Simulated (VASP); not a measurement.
Set up this calculation in VASP 6.6.1, as the native input.

- Task: single point
- Functional: PBEsol
- Potentials or basis: VASP PAW PBE potentials, release 64 (Ni)
- Cutoff: 520 eV
- k mesh: 30 × 30 × 30
- Occupations: gaussian, width 0.15 eV
- Spin: collinear spin, ferromagnetic start
- Starting moments: [0.6] μB
- Dipole correction: no
- Further INCAR settings: ALGO = Normal; EDIFF = 1e-06; NBANDS = 15

The structure of Ni lies in POSCAR:

```
Ni
1.0
   -1.2397840028      1.2397840028      1.3775377809
    1.2397840028     -1.2397840028      1.3775377809
    1.2397840028      1.2397840028     -1.3775377809
Ni
1
Direct
    0.0000000000      0.0000000000      0.0000000000
```

This cell differs from its parent crystal: strain -0.1000 x Voigt [1, 1, 0, 0, 0, 0].

The input as run:

INCAR

```
SYSTEM = Ni
  PREC = Accurate
  ENCUT = 520
  EDIFF = 1E-6
  ISMEAR = 0
  SIGMA = 0.15
  LREAL = .FALSE.
  LASPH = .TRUE.
  NELM = 150
  ALGO = Normal
  ISIF = 2
  LWAVE = .FALSE.
  LCHARG = .FALSE.
  ISPIN = 2
  MAGMOM = 0.6
  LORBIT = 11
  LMAXMIX = 4
  GGA = PS
  NBANDS = 15
```

KPOINTS

```
Automatic mesh
0
G
  30 30 30
  0 0 0
```

Potentials or basis: VASP PAW PBE potentials, release 64 (Ni).

Run with:

```bash
$ cat potpaw_PBE.64/Ni/POTCAR > POTCAR
$ mpirun -np 1 vasp_std > vasp.out
```

It gave:

| Quantity | Value |
| --- | --- |
| Pressure | 75.9 GPa |
| Band gap on the k mesh | zero (filled and empty bands overlap) |
| Net moment | 0.00 μB per cell |
| Valence electrons inside the program's atomic spheres | Ni 9.90 |

Caveat: the cell differs from its parent crystal (strain -0.1000 x Voigt [1, 1, 0, 0, 0, 0]); the PAW data sets were made with another functional, which shifts forces and pressure a little.

Run time: 7.3 min on 1 thread of Intel(R) Xeon(R) Platinum 8488C (Sapphire Rapids), with other jobs on the host, peak memory 0.48 GiB.
